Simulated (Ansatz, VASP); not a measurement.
# One calculation of V, two programs

```xyz
1
Lattice="-1.5230 1.5230 1.5230 1.5230 -1.5230 1.5230 1.5230 1.5230 -1.5230" Properties=species:S:1:pos:R:3 pbc="T T T"
V     0.0000    0.0000    0.0000
```

Change from the starting cell: volume scaled by 1.02, PAW files.

Alike in both runs: task electric field gradients; functional PBEsol; k mesh 19 × 19 × 19; occupations fermi-dirac, width 0.03 eV; collinear spin.

```csv
,VASP,Ansatz
version,VASP 6.6.1,Ansatz 0.2.0
potentials or method,"VASP PAW PBE potentials, release 64 (V_sv)","PAW with Ansatz's default frozen-core files, scalar-relativistic"
plane-wave cutoff (eV),520,420
valence electrons in the cell,13,13
```

VASP gave:

* pressure (GPa): -14.5
* net moment per atom (μB): 0.00

**Question.** What did Ansatz give for the same quantities?

**Answer.** Pressure (GPa): -14.7; net moment per atom (μB): 0.00.

VASP's potentials were made for PBE, not for PBEsol. The functional is the same, so the differences come from potentials, cutoffs and numerics. Ansatz's warnings: seeded moment not kept.
